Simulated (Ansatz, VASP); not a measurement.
AlBC: VASP beside Ansatz

POSCAR

```
AlBC
1.0
    2.9010230000      0.0000000000      0.0000000000
    1.4505110000     -6.3001830000      0.0000000000
    0.0000000000      0.0000000000     -2.8107740000
C Al B
2 2 2
Direct
    0.9100200000      0.1799600000      0.7500000000
    0.0899800000      0.8200400000      0.2500000000
    0.3005800000      0.3988400000      0.2500000000
    0.6994200000      0.6011600000      0.7500000000
    0.4645000000      0.0710000000      0.2500000000
    0.5355000000      0.9290000000      0.7500000000
```

The input INCAR.step1:

```
SYSTEM = AlBC
  PREC = Accurate
  ENCUT = 520
  ISMEAR = -1
  SIGMA = 0.064
  LREAL = .FALSE.
  LASPH = .TRUE.
  NELM = 60
  NBANDS = 19
  GGA = PE
  ALGO = Normal
  EDIFF = 1E-4
  LWAVE = .TRUE.
  LCHARG = .FALSE.
```

Contents of INCAR.step2:

```
SYSTEM = AlBC
  PREC = Accurate
  ENCUT = 520
  EDIFF = 1E-7
  ISMEAR = -1
  SIGMA = 0.064
  LREAL = .FALSE.
  LASPH = .TRUE.
  NELM = 60
  ALGO = Normal
  ISIF = 2
  LWAVE = .FALSE.
  LCHARG = .TRUE.
  METAGGA = R2SCAN
  LMIXTAU = .TRUE.
  LELF = .TRUE.
  LVHAR = .TRUE.
  NBANDS = 19
  ISTART = 1
```

The input KPOINTS:

```
Automatic mesh
0
G
  6 6 6
  0 0 0
```

Input for Ansatz:

```yaml
crystal:
  lattice:
    - [2.901023, 0.0, 0.0]
    - [1.450511, -6.300183, 0.0]
    - [0.0, 0.0, -2.810774]
  atoms:
    - { symbol: C, position: [0.91002, 0.17996, 0.75] }
    - { symbol: C, position: [0.08998, 0.82004, 0.25] }
    - { symbol: Al, position: [0.30058, 0.39884, 0.25] }
    - { symbol: Al, position: [0.69942, 0.60116, 0.75] }
    - { symbol: B, position: [0.4645, 0.071, 0.25] }
    - { symbol: B, position: [0.5355, 0.929, 0.75] }
  symmetry: { tolerance: 0.0003 }
kpoints:
  mp_grid: { grid: [6, 6, 6], shift: [0, 0, 0] }
magnetization:
  spin_polarized: false
scf:
  occupations: { method: fermi_dirac, width: 0.064 }
  eigensolver: { kind: davidson }
hamiltonian:
  pseudopotentials: { kind: paw }
  xc: r2scan
basis:
  ecutwfc: 500
output:
  forces: true
  stress: true
  eigenvalues: true
  write_density: true
  write_potential: true
  elf: true
  volumetric_format: npy
```

Alike in both runs: task single point; functional r2SCAN; k mesh 6 × 6 × 6; occupations fermi-dirac, width 0.064 eV; no spin polarisation.

|  | VASP | Ansatz |
| --- | --- | --- |
| version | VASP 6.6.1 | Ansatz 0.2.0 |
| potentials or method | VASP PAW PBE potentials, release 64 (C, Al, B), cutoff 520 eV | PAW plane waves |
| valence electrons in the cell | 20 | 20 |

|  | VASP | Ansatz | Ansatz less VASP |
| --- | --- | --- | --- |
| gap on the k mesh at the Fermi level (eV) | none | none | - |
| pressure (GPa) | 15.6 | 15.8 | +0.25 |
| traceless stress, the component that is largest in VASP (GPa) | -23.92 | -23.93 | -0.010 |
| rms of the force components (eV/Å) | 0.873 | 0.875 | +0.0025 |

VASP's potentials were made for PBE, not for r2SCAN. Atom by atom the forces differ by 0.011 eV/Å (rms over components). A gap of «none» marks a metal or a gap that the smearing closes.

The k mesh is coarse, so the values compare programs but aren't converged.
